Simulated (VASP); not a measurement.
B, 12 atoms in the cell. The structure is trigonal, space group R-3m (No. 166). The conventional cell has a = 4.899 Å, b = 4.899 Å, c = 12.513 Å, α = 90.00°, β = 90.00°, γ = 120.00°. B (site symmetry m) has 6 B at 1.67 to 1.80 Å within 2.2 Å. Within 2.4 Å of B (site symmetry m) lie 7 B at 1.77 to 2.02 Å. 

| Property | Result |
| --- | --- |
| Program | VASP 6.6.1 |
| Task | single point |
| Functional | r2SCAN |
| Potentials or basis | VASP PAW PBE potentials, release 64 (B) |
| Cutoff | 520 eV |
| k mesh | 4 × 4 × 4 |
| Occupations | fermi-dirac, width 0.05 eV |
| Spin | no spin polarisation |
| Dipole correction | no |
| Further INCAR settings | ALGO = Normal; EDIFF = 1e-06; NBANDS = 30 |

Potentials or basis: VASP PAW PBE potentials, release 64 (B).

Launch:

```sh
$ cat potpaw_PBE.64/B/POTCAR > POTCAR
$ cp INCAR.step1 INCAR
$ mpirun -np 1 vasp_std > vasp.out
$ cp INCAR.step2 INCAR
$ mpirun -np 1 vasp_std > vasp.out
```

Hardware: 1 thread of Intel(R) Xeon(R) Platinum 8559C (Emerald Rapids), on a shared host.

Q: How long does it take, and how much memory?

A: Wall time 82 s on 1 thread of Intel(R) Xeon(R) Platinum 8559C (Emerald Rapids), with other jobs on the host, peak memory 0.24 GiB. Counts: k points 13.
